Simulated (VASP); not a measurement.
Here is a VASP 6.6.1 calculation.

Contents of INCAR:

```
  PREC = Accurate
  ENCUT = 600
  EDIFF = 1E-6
  ISMEAR = 0
  SIGMA = 0.1
  LREAL = False
  LASPH = True
  NELM = 80
  ALGO = Normal
  ISIF = 4
  LWAVE = False
  LCHARG = False
  GGA = PE
  IBRION = 2
  NSW = 50
  EDIFFG = -0.01
```

The input KPOINTS:

```
regular mesh
0
Gamma
  21 21 12
```

POSCAR

```
Be
1.0
    2.2155950592      0.0000000000      0.0000000000
   -1.1077975296      1.9187616058      0.0000000000
    0.0000000000      0.0000000000      3.4968062803
Be
2
Direct
    0.3333333333      0.6666666667      0.2500000000
    0.6666666667      0.3333333333      0.7500000000
```

Potentials or basis: VASP PAW PBE potentials, release 64 (Be).

The run is started by

```bash
$ cat potpaw_PBE.64/Be/POTCAR > POTCAR
$ mpirun -np 1 vasp_std > vasp.out
```

Question: Estimate the band gap on the k mesh.

Answer: Zero (bands 2 and 3 overlap by 2.15 eV).

Final structure:
```cif
data_structure
_symmetry_space_group_name_H-M 'P 1'
_symmetry_Int_Tables_number 1
_cell_length_a 2.2145
_cell_length_b 2.2145
_cell_length_c 3.5003
_cell_angle_alpha 90.000
_cell_angle_beta 90.000
_cell_angle_gamma 120.000
_cell_volume 14.87
loop_
_atom_site_label
_atom_site_type_symbol
_atom_site_fract_x
_atom_site_fract_y
_atom_site_fract_z
_atom_site_occupancy
Be1 Be 0.33333 0.66667 0.25000 1
Be2 Be 0.66667 0.33333 0.75000 1
```
